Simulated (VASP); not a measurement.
Wanted: the native input for a VASP 6.6.1 run.

| Property | Result |
| --- | --- |
| Task | single point |
| Functional | PBEsol |
| Potentials or basis | VASP PAW PBE potentials, release 64 (Mn_pv, O) |
| Cutoff | 520 eV |
| k mesh | 12 × 12 × 12 |
| Occupations | fermi-dirac, width 0.1 eV |
| Spin | collinear spin, ferromagnetic start |
| Starting moments | [4.0, 0.0, 0.0] μB |
| Hubbard terms | Mn d U = 6.9 eV, J = 0.9 eV |
| Dipole correction | no |
| LDAUTYPE | 1 |
| Hund's J | 0.9 |
| Further INCAR settings | ALGO = Normal; EDIFF = 1e-06; NBANDS = 24 |

The structure of MnO2 lies in POSCAR:

```
MnO2
1.0
    1.3791388291      0.7962458539      4.4257376858
   -1.3791388291      0.7962458539      4.4257376858
    0.0000000000     -1.5924917078      4.4257376858
Mn O
1 2
Direct
    0.0000000000      0.0000000000      0.0000000000
    0.2643640000      0.2643640000      0.2643640000
    0.7356360000      0.7356360000      0.7356360000
```

These files were run (other wordings do the same):

INCAR

```
SYSTEM = MnO2
ALGO = Normal ; EDIFF = 1E-6
ENCUT = 520 ; GGA = PS
ISIF = 2 ; ISMEAR = -1
ISPIN = 2 ; LASPH = .True.
LCHARG = .False. ; LDAU = .True.
LDAUJ = 0.9 0 ; LDAUL = 2 -1
LDAUPRINT = 1 ; LDAUTYPE = 1
LDAUU = 6.9 0 ; LMAXMIX = 4
LORBIT = 11 ; LREAL = .False.
LWAVE = .False. ; MAGMOM = 4 0 0
NBANDS = 24 ; NELM = 150
PREC = Accurate ; SIGMA = 0.1
```

KPOINTS

```
k-points
0
Gamma
  12 12 12
  0 0 0
```

Potentials or basis: VASP PAW PBE potentials, release 64 (Mn_pv, O).

Run with:

```console
$ cat potpaw_PBE.64/Mn_pv/POTCAR potpaw_PBE.64/O/POTCAR > POTCAR
$ mpirun -np 1 vasp_std > vasp.out
```

It gave:

```yaml
Pressure: 32.3 GPa
Largest_force: 1.988 eV/Å
Band_gap_on_the_k_mesh: 2.68 eV (least direct gap 2.84 eV)
Net_moment: 3.00 μB per cell
Site_moments: Mn +3.01; O -0.03 μB
Valence_electrons_inside_the_program's_atomic_spheres: Mn 12.02; O 5.07
```

Caveat: the stress differs along the axes, from 22 to 37 GPa; the PAW data sets were made with another functional, which shifts forces and pressure a little; a cell with one magnetic atom can't hold antiferromagnetic order, which such compounds often take.

It took 5.5 min on 1 thread of AMD EPYC 9R45 96-Core Processor (Zen 5), on a shared host, peak memory 0.34 GiB.
